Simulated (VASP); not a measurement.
Here is a VASP 6.6.1 calculation.

The input INCAR:

```
  PREC = Accurate
  ENCUT = 520
  EDIFF = 1E-7
  ISMEAR = 0
  SIGMA = 0.05
  LREAL = F
  LASPH = T
  NELM = 100
  ALGO = Normal
  ISIF = 2
  LWAVE = F
  LCHARG = F
  GGA = PE
  NBANDS = 31
```

Contents of KPOINTS:

```
Automatic mesh
0
Gamma
  6 6 4
```

Contents of POSCAR:

```
HfO2
1.0
    3.5141971928      0.0000000000      0.0000000000
    0.0000000000      3.5141971928      0.0000000000
    0.0000000000      0.0000000000      5.0007687972
Hf O
2 4
Direct
    0.5000000000      0.5000000000      0.5000000000
    0.0000000000      0.0000000000      0.0000000000
    0.0000000000      0.5000000000      0.6932521152
    0.5000000000      0.0000000000      0.8067478848
    0.5000000000      0.0000000000      0.3067478848
    0.0000000000      0.5000000000      0.1932521152
```

Potentials or basis: VASP PAW PBE potentials, release 64 (Hf_pv, O).

Run with:

```console
$ cat potpaw_PBE.64/Hf_pv/POTCAR potpaw_PBE.64/O/POTCAR > POTCAR
$ mpirun -np 1 vasp_std > vasp.out
```

Task: What does it give for the pressure?

Result: 25.2 GPa.

Task: Predict the band gap on the k mesh.

Result: 4.65 eV (least direct gap 4.75 eV).

Task: Estimate the largest force.

Result: 0.667 eV/Å.

Forces in eV/Å, atoms in the order of the input:
```
Hf   0.000  0.000  0.000
Hf   0.000  0.000  0.000
O    0.000  0.000  0.667
O    0.000  0.000 -0.667
O    0.000  0.000 -0.667
O    0.000  0.000  0.667
```

Caveat: the cell differs from its parent crystal (strain -0.025 along x and y, -0.050 along z); the cell stands under pressure; spin-orbit coupling is left out, which moves the levels of the heavy elements. A k mesh can miss the band edges.
